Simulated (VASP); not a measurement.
Write the native input for VASP 6.6.1 that does the following.

| Item | Value |
| --- | --- |
| Task | single point |
| Functional | RPBE |
| Potentials or basis | VASP PAW PBE potentials, release 64 (Lu) |
| Cutoff | 520 eV |
| k mesh | 12 × 12 × 12 |
| Occupations | fermi-dirac, width 0.1 eV |
| Spin | no spin polarisation |
| Dipole correction | no |
| Further INCAR settings | ALGO = Normal; EDIFF = 1e-06; NBANDS = 18 |

The structure of Lu lies in POSCAR:

```
Lu
1.0
    0.0000000000      2.5780976026      2.5780976026
    2.5780976026      0.0000000000      2.5780976026
    2.5780976026      2.5780976026      0.0000000000
Lu
1
Direct
    0.0000000000      0.0000000000      0.0000000000
```

This isn't the form of Lu at room conditions, which is hcp.

One way to write it, as run:

INCAR

```
SYSTEM = Lu
  PREC = Accurate
  ENCUT = 520
  EDIFF = 1E-6
  ISMEAR = -1
  SIGMA = 0.1
  LREAL = .FALSE.
  LASPH = .TRUE.
  NELM = 60
  ALGO = Normal
  ISIF = 2
  LWAVE = .FALSE.
  LCHARG = .FALSE.
  GGA = RP
  NBANDS = 18
```

KPOINTS

```
regular mesh
0
G
  12 12 12
  0 0 0
```

Potentials or basis: VASP PAW PBE potentials, release 64 (Lu).

Command:

```sh
$ cat potpaw_PBE.64/Lu/POTCAR > POTCAR
$ mpirun -np 1 vasp_std > vasp.out
```

It gave:

The pressure is -3.5 GPa and the band gap on the k mesh is zero (an odd number of electrons rules out a gap without spin polarisation).

Caveat: the cell stands under tension; the PAW data sets were made with another functional, which shifts forces and pressure a little; spin-orbit coupling is left out, which moves the levels of the heavy elements.

It took 59 s on 1 thread of AMD EPYC 7R13 (shared host), peak memory 0.17 GiB.
